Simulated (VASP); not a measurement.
Input of a VASP 6.6.1 run:

The input INCAR:

```
SYSTEM = PbS
ALGO = Normal
EDIFF = 1E-6
EDIFFG = -0.005
ENCUT = 600
GGA = PE
IBRION = 2
ISIF = 3
ISMEAR = -1
IVDW = 13
LASPH = .TRUE.
LCHARG = .FALSE.
LREAL = .FALSE.
LWAVE = .FALSE.
NELM = 80
NSW = 80
PREC = Accurate
SIGMA = 0.02
```

The input KPOINTS:

```
k-points
0
G
  6 6 4
  0 0 0
```

Contents of POSCAR:

```
PbS
1.0
    2.0426483101     -3.5378757538      0.0000000000
    2.0426483101      3.5378757538      0.0000000000
    0.0000000000      0.0000000000      7.3565553124
Pb S
2 2
Direct
   -0.0000319837      1.0000319837      0.4753048818
    1.0000319837     -0.0000319837      0.9753048818
    0.6666491838      0.3333508162      0.7038951182
    0.3333508162      0.6666491838      0.2038951182
```

Potentials or basis: VASP PAW PBE potentials, release 64 (Pb_d, S).

Launch:

```sh
$ cat potpaw_PBE.64/Pb_d/POTCAR potpaw_PBE.64/S/POTCAR > POTCAR
$ mpirun -np 1 vasp_std > vasp.out
```

(1) Predict the relaxed volume.

(2) Predict the band gap on the k mesh.

(3) Predict the space group after relaxing (to 0.05 Å).

(4) What does it give for the dispersion energy per atom?

Answers

(1) 26.61 Å³/atom.

(2) 0.24 eV, indirect (least direct gap 0.56 eV).

(3) P6_3mc (No. 186).

(4) -0.371 eV.

Caveat: spin-orbit coupling is left out, which moves the levels of the heavy elements.
